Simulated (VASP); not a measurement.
A run of VASP 6.6.1 is set up as follows.

The input INCAR:

```
PREC     = Accurate       # precision mode
ENCUT    = 520            # plane-wave cutoff, eV
EDIFF    = 1E-6           # SCF threshold, eV
ISMEAR   = 0              # smearing method
SIGMA    = 0.05           # smearing width, eV
LREAL    = F              # projectors in reciprocal space
LASPH    = T              # aspherical terms in the spheres
NELM     = 150            # most SCF steps
ALGO     = Normal         # electronic algorithm
ISIF     = 2              # what is computed and relaxed
LWAVE    = F              # write WAVECAR
LCHARG   = F              # write CHGCAR
ISPIN    = 2              # spin polarisation
MAGMOM   = 0 0 0 0 0 0 1  # initial moments
LORBIT   = 11             # projections on sites
LDIPOL   = T            
IDIPOL   = 3            
DIPOL    = 0.5 0.5 0.329
GGA      = PE             # functional
NBANDS   = 28             # bands
```

Contents of KPOINTS:

```
regular mesh
0
Gamma
  7 5 1
```

Contents of POSCAR:

```
Si6Cl
1.0
    3.8675355695      0.0000000000      0.0000000000
    0.0000000000      5.4695212554      0.0000000000
    0.0000000000      0.0000000000     19.2238421361
Si Cl
6 1
Direct
    0.5000000000      0.0000000000      0.2080749505
    0.0000000000      0.2500000000      0.2080749505
    0.0000000000      0.5024402202      0.3062860998
    0.5000000000      0.7475597798      0.3062860998
    0.5000000000      0.0098635024      0.4017845174
    0.0000000000      0.2401364976      0.4017845174
    0.6666666667      0.5098635024      0.4728217696
```

Potentials or basis: VASP PAW PBE potentials, release 64 (Si, Cl).

Run with:

```sh
$ cat potpaw_PBE.64/Si/POTCAR potpaw_PBE.64/Cl/POTCAR > POTCAR
$ mpirun -np 1 vasp_std > vasp.out
```

(1) Estimate the site moments.

(2) Estimate the band gap on the k mesh.

(3) Predict the net moment.

## Answers

(1) Si +0.10, +0.18, +0.03, +0.02, -0.01, +0.01; Cl +0.01 μB.

(2) 0.03 eV (least direct gap 0.17 eV).

(3) 0.96 μB per cell.

Caveat: a moment this small can come from the mesh or the smearing; the smearing spreads over this small gap.
